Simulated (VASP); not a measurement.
# Sn4S (Pm-3m) in VASP: further runs, part 2 of 2

VASP 6.6.1. The steps go on from the part before.

### Step 4. Single point, PBE

This run uses another cell than the first one, of 30.92 Å³/atom, 1.117 times its volume.

INCAR

```
  PREC = Accurate
  ENCUT = 520
  EDIFF = 1E-6
  ISMEAR = 0
  SIGMA = 0.1
  LREAL = F
  LASPH = T
  NELM = 80
  ALGO = Normal
  ISIF = 2
  LWAVE = F
  LCHARG = F
  GGA = PE
  NBANDS = 39
```

KPOINTS

```
regular mesh
0
Gamma
  8 8 8
```

POSCAR

```
Sn4S
1.0
    5.3672983753      0.0000000000      0.0000000000
    0.0000000000      5.3672983753      0.0000000000
    0.0000000000      0.0000000000      5.3672983753
Sn S
4 1
Direct
    0.0000000000      0.5000000000      0.5000000000
    0.5000000000      0.0000000000      0.5000000000
    0.5000000000      0.5000000000      0.0000000000
    0.0000000000      0.0000000000      0.0000000000
    0.5000000000      0.5000000000      0.5000000000
```

Potentials or basis: VASP PAW PBE potentials, release 64 (Sn_d, S).

Launch:

```console
$ cat potpaw_PBE.64/Sn_d/POTCAR potpaw_PBE.64/S/POTCAR > POTCAR
$ mpirun -np 1 vasp_std > vasp.out
```

OUTCAR:

```text
PREC = Accurate
   ENCUT = 520
   EDIFF = 1E-6
   ISMEAR = 0
   LREAL = F
   LASPH = T
   NELM = 80
   ISIF = 2
   GGA = PE

 ion  position               nearest neighbor table
   1  0.000  0.500  0.500-   5 2.68   5 2.68
   2  0.500  0.000  0.500-   5 2.68   5 2.68
   3  0.500  0.500  0.000-   5 2.68   5 2.68
   4  0.000  0.000  0.000-
   5  0.500  0.500  0.500-   1 2.68   2 2.68   3 2.68   3 2.68   2 2.68   1 2.68

  LATTYP: Found a simple cubic cell.
 ALAT       =     5.3672983753

  Lattice vectors:

 A1 = (   5.3672983753,   0.0000000000,   0.0000000000)
 A2 = (   0.0000000000,   5.3672983753,   0.0000000000)
 A3 = (   0.0000000000,   0.0000000000,   5.3672983753)

Analysis of symmetry for initial positions (statically):
=====================================================================
 Subroutine PRICEL returns:
 Original cell was already a primitive cell.

 Routine SETGRP: Setting up the symmetry group for a
 simple cubic supercell.

 Subroutine GETGRP returns: Found 48 space group operations
 (whereof 48 operations were pure point group operations)
 out of a pool of 48 trial point group operations.

The static configuration has the point symmetry O_h .

Analysis of symmetry for dynamics (positions and initial velocities):
=====================================================================
 Subroutine PRICEL returns:
 Original cell was already a primitive cell.

 Routine SETGRP: Setting up the symmetry group for a
 simple cubic supercell.

 Subroutine GETGRP returns: Found 48 space group operations
 (whereof 48 operations were pure point group operations)
 out of a pool of 48 trial point group operations.

The dynamic configuration has the point symmetry O_h .

 Subroutine INISYM returns: Found 48 space group operations
 (whereof 48 operations are pure point group operations),
 and found     1 'primitive' translations

----------------------------------------------------------------------------------------
[... 115 lines left out ...]
   EFERMI_NEDOS =   21; number of points for ismear=-14 and -15
   IALGO  =     38    algorithm
   IMIX   =      4    mixing-type and parameters
     AMIX     =   0.40;   BMIX     =  1.00
     AMIX_MAG =   1.60;   BMIX_MAG =  1.00
  volume/ion in A,a.u.               =      30.92       208.69
  Fermi-wavevector in a.u.,A,eV,Ry     =   1.207210  2.281297 19.828547  1.457357
  Thomas-Fermi vector in A             =   2.342855
   LORBIT       =      0    0 simple, 1 ext, 2 COOP (PROOUT), +10 PAW based schemes
   GGA     = PE    functional components
   LHFCALC =     F    Hartree Fock is set to
   AEXX    =    0.0000 exact exchange contribution
   IVDW    =     0    specifies the selected vdW correction
   LEPSILON=     F    determine dielectric tensor
   LRPA    =     F    only Hartree local field effects (RPA)
 non-spin polarized calculation
 Gauss-broadening in eV      SIGMA  =   0.10
  energy-cutoff  :      520.00
  volume of cell :      154.62
 maximum number of plane-waves:      4224
 NGX is ok and might be reduce to    40
   NGX = 19   NGY = 19   NGZ = 19

 number of electron      62.0000060 magnetization

 Free energy of the ion-electron system (eV)
  ---------------------------------------------------
  ext. energy  EPLUGINS =         0.00000000
  ---------------------------------------------------
  free energy    TOTEN  =       -18.47334488 eV

  energy without entropy =      -18.46346123  energy(sigma->0) =      -18.46840306

 E-fermi :   5.7064     XC(G=0):  -9.3565

 val. band max:        5.6725759986   @ k =   0.2500   0.2500   0.1250
 cond. band min:       5.7600282204   @ k =   0.5000   0.3750   0.0000
 fundamental gap:      0.0874522218
 Fermi energy:         5.7064295394

 k-point     1 :       0.0000    0.0000    0.0000
  band No.  band energies     occupation
      1     -15.9537      2.00000
      2     -15.8637      2.00000
      3     -15.8637      2.00000
      4     -15.8637      2.00000
      5     -15.8385      2.00000
      6     -15.8385      2.00000
[... 997 lines left out ...]
     38       9.5537      0.00000
     39       9.8779      0.00000

 [... further k-points ...]
[... 5 lines left out ...]
  --------------------------------------------------------------------------------------
  -------------------------------------------------------------------------------------
  Total       -0.0871751     -0.0871751     -0.0871751     -0.0000000     -0.0000000     -0.0000000
  in kB       -0.9033082     -0.9033082     -0.9033082     -0.0000000     -0.0000000     -0.0000000
  external PRESSURE =      -0.9033082 kB  Pullay stress =       0.0000000 kB

 VOLUME and BASIS-vectors are now :
 -----------------------------------------------------------------------------
  energy-cutoff  :      520.00
  volume of cell :      154.62
      direct lattice vectors                 reciprocal lattice vectors
     5.367298375  0.000000000  0.000000000     0.186313473  0.000000000  0.000000000
     0.000000000  5.367298375  0.000000000     0.000000000  0.186313473  0.000000000
     0.000000000  0.000000000  5.367298375     0.000000000  0.000000000  0.186313473

 POSITION                                       TOTAL-FORCE (eV/Angst)
 -----------------------------------------------------------------------------------
      0.00000      2.68365      2.68365         0.000000      0.000000      0.000000
      2.68365      0.00000      2.68365         0.000000      0.000000      0.000000
      2.68365      2.68365      0.00000         0.000000      0.000000      0.000000
      0.00000      0.00000      0.00000         0.000000      0.000000      0.000000
      2.68365      2.68365      2.68365         0.000000      0.000000      0.000000
 -----------------------------------------------------------------------------------
    total drift:                               -0.000000     -0.000000     -0.000000

  FREE ENERGIE OF THE ION-ELECTRON SYSTEM (eV)
  ---------------------------------------------------
  free  energy   TOTEN  =       -18.4733448847 eV

  energy  without entropy=      -18.4634612337  energy(sigma->0) =      -18.46840306
```

OSZICAR:

```text
N       E                     dE             d eps       ncg     rms          rms(c)
DAV:   1     0.648587055016E+03    0.64859E+03   -0.30363E+04  2821   0.222E+03
DAV:   2     0.784782147717E+02   -0.57011E+03   -0.55624E+03  2730   0.603E+02
DAV:   3    -0.131704070315E+02   -0.91649E+02   -0.88126E+02  3216   0.200E+02
DAV:   4    -0.186990951585E+02   -0.55287E+01   -0.54778E+01  3038   0.510E+01
DAV:   5    -0.189094771659E+02   -0.21038E+00   -0.21024E+00  3878   0.101E+01    0.938E+00
DAV:   6    -0.184624400968E+02    0.44704E+00   -0.90955E-01  3405   0.515E+00    0.613E+00
DAV:   7    -0.184853059641E+02   -0.22866E-01   -0.67255E-01  3326   0.312E+00    0.158E+00
DAV:   8    -0.184739197946E+02    0.11386E-01   -0.12875E-01  3032   0.191E+00    0.683E-01
DAV:   9    -0.184733354698E+02    0.58432E-03   -0.25375E-02  3157   0.758E-01    0.265E-01
DAV:  10    -0.184732482972E+02    0.87173E-04   -0.30367E-03  3459   0.315E-01    0.646E-02
DAV:  11    -0.184733446298E+02   -0.96333E-04   -0.83298E-04  3623   0.135E-01    0.329E-02
DAV:  12    -0.184733441680E+02    0.46183E-06   -0.32183E-05  3103   0.384E-02    0.179E-02
DAV:  13    -0.184733448847E+02   -0.71666E-06   -0.57234E-06  2424   0.146E-02
   1 F= -.18473345E+02 E0= -.18468403E+02  d E =-.988365E-02
```

Wall time 5.1 min (1 thread of AMD EPYC 7R13, shared host); peak memory 0.29 GiB.

Results:

```
Free energy            : -18.4733 eV
Pressure               : -0.1 GPa
Band gap on the k mesh : zero (band 31 reaches 6.01 eV, above the bottom of band 32 at 5.45 eV)
```

Levels at points of the mesh, in eV from the Fermi level:
```csv
k point,band 27,band 28,band 29,band 30,band 31,band 32,band 33,band 34,band 35,band 36
"(0.00, 0.00, 0.00)",-5.52,-4.33,-0.82,-0.82,-0.82,1.48,1.48,1.48,4.19,4.19
"(0.50, 0.00, 0.00)",-5.30,-1.18,-1.18,-0.74,0.16,1.02,1.02,1.02,1.63,1.95
"(0.50, 0.50, 0.00)",-1.45,-1.45,-1.09,-0.36,-0.36,-0.08,-0.08,0.35,1.49,1.94
"(0.50, 0.50, 0.50)",-3.21,-3.21,-0.66,-0.66,-0.66,1.28,2.01,2.01,3.62,3.62
```

Caveat: spin-orbit coupling is left out, which moves the levels of the heavy elements.

### Step 5. Relaxation of cell and atoms, PBE

INCAR

```
PREC     = Accurate       # precision mode
ENCUT    = 600            # plane-wave cutoff, eV
EDIFF    = 1E-7           # SCF threshold, eV
ISMEAR   = 0              # smearing method
SIGMA    = 0.1            # smearing width, eV
LREAL    = False          # projectors in reciprocal space
LASPH    = True           # aspherical terms in the spheres
NELM     = 60             # most SCF steps
ALGO     = Normal         # electronic algorithm
ISIF     = 3              # what is computed and relaxed
LWAVE    = False          # write WAVECAR
LCHARG   = False          # write CHGCAR
GGA      = PE             # functional
IBRION   = 2              # ionic algorithm
NSW      = 90             # ionic steps
EDIFFG   = -0.04          # ionic threshold
```

KPOINTS

```
Automatic mesh
0
Gamma
  4 4 4
```

Edit POSCAR of step 4 so:

```diff
@@ -2,5 +2,5 @@
 1.0
-    5.3672983753      0.0000000000      0.0000000000
-    0.0000000000      5.3672983753      0.0000000000
-    0.0000000000      0.0000000000      5.3672983753
+    5.1730037500      0.0000000000      0.0000000000
+    0.0000000000      5.1730037500      0.0000000000
+    0.0000000000      0.0000000000      5.1730037500
 Sn S
```

Potentials or basis: VASP PAW PBE potentials, release 64 (Sn_d, S).

Launch:

```console
$ cat potpaw_PBE.64/Sn_d/POTCAR potpaw_PBE.64/S/POTCAR > POTCAR
$ mpirun -np 1 vasp_std > vasp.out
```

OUTCAR:

```text
PREC = Accurate
   ENCUT = 600
   EDIFF = 1E-7
   ISMEAR = 0
   LREAL = False
   LASPH = True
   NELM = 60
   ISIF = 3
   GGA = PE
   IBRION = 2
   NSW = 90
   EDIFFG = -0.04

 ion  position               nearest neighbor table
   1  0.000  0.500  0.500-   5 2.59   5 2.59   4 3.66   2 3.66   3 3.66   4 3.66   2 3.66   4 3.66
                             4 3.66   2 3.66   3 3.66   3 3.66   3 3.66   2 3.66
   2  0.500  0.000  0.500-   5 2.59   5 2.59   4 3.66   1 3.66   3 3.66   4 3.66   1 3.66   3 3.66
                             3 3.66   3 3.66   1 3.66   4 3.66   4 3.66   1 3.66
   3  0.500  0.500  0.000-   5 2.59   5 2.59   4 3.66   1 3.66   1 3.66   2 3.66   2 3.66   2 3.66
                             4 3.66   2 3.66   1 3.66   4 3.66   1 3.66   4 3.66
   4  0.000  0.000  0.000-   1 3.66   2 3.66   3 3.66   1 3.66   2 3.66   1 3.66   3 3.66   1 3.66
                             2 3.66   3 3.66   2 3.66   3 3.66
   5  0.500  0.500  0.500-   1 2.59   2 2.59   3 2.59   3 2.59   2 2.59   1 2.59

  LATTYP: Found a simple cubic cell.
 ALAT       =     5.1730037500

  Lattice vectors:

 A1 = (   5.1730037500,   0.0000000000,   0.0000000000)
 A2 = (   0.0000000000,   5.1730037500,   0.0000000000)
 A3 = (   0.0000000000,   0.0000000000,   5.1730037500)

Analysis of symmetry for initial positions (statically):
[... 157 lines left out ...]

 number of electron      61.9999966 magnetization

 Free energy of the ion-electron system (eV)
  ---------------------------------------------------
  ext. energy  EPLUGINS =         0.00000000
  ---------------------------------------------------
  free energy    TOTEN  =       -18.13758378 eV

  energy without entropy =      -18.12688895  energy(sigma->0) =      -18.13223637

------------------------ aborting loop because EDIFF is reached ----------------------------------------

  FORCE on cell =-STRESS in cart. coord.  units (eV):
  Direction    XX          YY          ZZ          XY          YZ          ZX
  --------------------------------------------------------------------------------------
  -------------------------------------------------------------------------------------
  Total        4.4776167      4.4776167      4.4776167      0.0000000      0.0000000     -0.0000000
  in kB       51.8237839     51.8237839     51.8237839      0.0000000      0.0000000     -0.0000000
  external PRESSURE =      51.8237839 kB  Pullay stress =       0.0000000 kB
[... 65 lines left out ...]
--------------------------------------- Ionic step        3  -------------------------------------------

 number of electron      62.0000021 magnetization

 Free energy of the ion-electron system (eV)
  ---------------------------------------------------
  ext. energy  EPLUGINS =         0.00000000
  ---------------------------------------------------
  free energy    TOTEN  =       -18.38482011 eV

  energy without entropy =      -18.37658587  energy(sigma->0) =      -18.38070299

 E-fermi :   5.6735     XC(G=0):  -9.3463

 val. band max:        5.6472759629   @ k =   0.2500   0.0000   0.0000
 cond. band min:       5.8416579863   @ k =   0.5000   0.0000   0.0000
 fundamental gap:      0.1943820234
 Fermi energy:         5.6734696774

 k-point     1 :       0.0000    0.0000    0.0000
  band No.  band energies     occupation
      1     -16.0117      2.00000
      2     -15.9218      2.00000
      3     -15.9218      2.00000
      4     -15.9218      2.00000
      5     -15.8987      2.00000
      6     -15.8987      2.00000
[... 421 lines left out ...]
  FREE ENERGIE OF THE ION-ELECTRON SYSTEM (eV)
  ---------------------------------------------------
  free  energy   TOTEN  =       -18.3848201114 eV

  energy  without entropy=      -18.3765858707  energy(sigma->0) =      -18.38070299

 reached required accuracy - stopping structural energy minimisation
```

CONTCAR:

```text
Sn4S
   1.00000000000000
     5.3714003445065455    0.0000000000000000   -0.0000000000000000
     0.0000000000000000    5.3714003445065455    0.0000000000000000
     0.0000000000000000    0.0000000000000000    5.3714003445065455
  Sn              S
     4     1
Direct
     0.0000000000000000    0.5000000000000000    0.5000000000000000
     0.5000000000000000    0.0000000000000000    0.5000000000000000
     0.5000000000000000    0.5000000000000000    0.0000000000000000
     0.0000000000000000    0.0000000000000000    0.0000000000000000
     0.5000000000000000    0.5000000000000000    0.5000000000000000

  0.00000000E+00  0.00000000E+00  0.00000000E+00
  0.00000000E+00  0.00000000E+00  0.00000000E+00
  0.00000000E+00  0.00000000E+00  0.00000000E+00
  0.00000000E+00  0.00000000E+00  0.00000000E+00
  0.00000000E+00  0.00000000E+00  0.00000000E+00
```

Run time: 6 min. Hardware: 1 thread of AMD EPYC 7R13, shared host; peak memory 0.26 GiB.

Results:

| Quantity | Value |
| --- | --- |
| Free energy | -18.3848 eV |
| Relaxed volume | 31.00 Å³/atom |
| Relaxed cell | a = 5.371 Å, b = 5.371 Å, c = 5.371 Å, α = 90.00°, β = 90.00°, γ = 90.00° |
| Space group after relaxing (to 0.05 Å) | Pm-3m (No. 221) |
| Energy gained by relaxing | 49.4 meV/atom |
| Ionic steps | 3 |
| Pressure after relaxing | 0.0 GPa |
| Band gap on the k mesh | zero (band 31 reaches 5.84 eV, above the bottom of band 32 at 5.60 eV) |

The path:
```tsv
step	energy change (eV)	largest force (eV/Å)	pressure (GPa)	volume (Å³)
1	0.0000	0.0000	5.18	138.43
2	-0.2439	0.0000	-0.50	157.16
3	-0.2472	0.0000	0.01	154.98
```

Final structure:
```yaml
crystal:
  lattice:
    - [5.37140, 0.00000, 0.00000]
    - [0.00000, 5.37140, 0.00000]
    - [0.00000, 0.00000, 5.37140]
  atoms:
    - { symbol: Sn, position: [0.00000, 0.50000, 0.50000] }
    - { symbol: Sn, position: [0.50000, 0.00000, 0.50000] }
    - { symbol: Sn, position: [0.50000, 0.50000, 0.00000] }
    - { symbol: Sn, position: [0.00000, 0.00000, 0.00000] }
    - { symbol: S, position: [0.50000, 0.50000, 0.50000] }
```

Caveat: spin-orbit coupling is left out, which moves the levels of the heavy elements.

### Step 6. Relaxation of cell and atoms, PBE

This run uses another cell than the first one, of 31.07 Å³/atom, 1.122 times its volume.

INCAR

```
ALGO = Normal ; EDIFF = 1E-6
EDIFFG = -0.01 ; ENCUT = 600
GGA = PE ; IBRION = 2
ISIF = 3 ; ISMEAR = 0
LASPH = True ; LCHARG = False
LREAL = False ; LWAVE = False
NELM = 60 ; NSW = 100
PREC = Accurate ; SIGMA = 0.1
```

KPOINTS

```
k-points
0
Gamma
  8 8 8
```

Edit POSCAR of step 5 so:

```diff
@@ -2,5 +2,5 @@
 1.0
-    5.1730037500      0.0000000000      0.0000000000
-    0.0000000000      5.1730037500      0.0000000000
-    0.0000000000      0.0000000000      5.1730037500
+    5.3756042931      0.0000000000      0.0000000000
+    0.0000000000      5.3756042931      0.0000000000
+    0.0000000000      0.0000000000      5.3756042931
 Sn S
```

Potentials or basis: VASP PAW PBE potentials, release 64 (Sn_d, S).

Launch:

```console
$ cat potpaw_PBE.64/Sn_d/POTCAR potpaw_PBE.64/S/POTCAR > POTCAR
$ mpirun -np 1 vasp_std > vasp.out
```

Run time: 15 min. Hardware: 1 thread of AMD EPYC 7R13, shared host; peak memory 0.42 GiB.

It converged, with:

| Item | Value |
| --- | --- |
| Free energy | -18.4738 eV |
| Relaxed volume | 30.92 Å³/atom |
| Relaxed cell | a = 5.367 Å, b = 5.367 Å, c = 5.367 Å, α = 90.00°, β = 90.00°, γ = 90.00° |
| Space group after relaxing (to 0.05 Å) | Pm-3m (No. 221) |
| Energy gained by relaxing | 0.1 meV/atom |
| Ionic steps | 3 |
| Pressure after relaxing | 0.0 GPa |
| Band gap on the k mesh | zero (band 31 reaches 6.01 eV, above the bottom of band 32 at 5.45 eV) |

Step by step:
```csv
step,energy change (eV),largest force (eV/Å),pressure (GPa),volume (Å³)
1,0.0000,0.0000,-0.19,155.34
2,-0.0005,0.0000,0.06,154.51
3,-0.0005,0.0000,-0.04,154.62
```

Final structure:
```
Sn S
1.0
     5.36728    0.00000    0.00000
     0.00000    5.36728    0.00000
     0.00000    0.00000    5.36728
Sn S
4 1
Direct
  0.00000 0.50000 0.50000
  0.50000 0.00000 0.50000
  0.50000 0.50000 0.00000
  0.00000 0.00000 0.00000
  0.50000 0.50000 0.50000
```

Levels at points of the mesh, in eV from the Fermi level:
```tsv
k point	band 29	band 30	band 31	band 32	band 33	band 34
(0.00, 0.00, 0.00)	-0.82	-0.82	-0.82	1.48	1.48	1.48
(0.50, 0.00, 0.00)	-1.18	-0.74	0.16	1.02	1.02	1.02
(0.50, 0.50, 0.00)	-1.09	-0.36	-0.36	-0.08	-0.08	0.35
(0.50, 0.50, 0.50)	-0.66	-0.66	-0.66	1.28	2.02	2.02
```

Caveat: spin-orbit coupling is left out, which moves the levels of the heavy elements.

### Step 7. Summary

```csv
task,cell,k mesh,cutoff (eV),gap on the mesh (eV),pressure (GPa),relaxed volume (Å³/atom)
single point,"a = 5.173 Å, 5 atoms",4 × 4 × 4,520,none,5.1,-
single point,"a = 5.376 Å, 5 atoms",4 × 4 × 4,520,none,-0.1,-
single point,"a = 5.367 Å, 5 atoms",8 × 8 × 8,520,none,-0.1,-
relaxation of cell and atoms,"relaxed from a = 5.173 Å, 5 atoms",4 × 4 × 4,600,none,0.0,31.00
relaxation of cell and atoms,"relaxed from a = 5.376 Å, 5 atoms",8 × 8 × 8,600,none,0.0,30.92
```

Alike in all rows: level PBE; potentials or basis VASP PAW PBE potentials, release 64 (Sn_d, S); no spin polarisation; smearing gaussian 0.1 eV.

Caveats: spin-orbit coupling is left out, which moves the levels of the heavy elements.

Absolute energies hang on the potentials; compare differences alone.
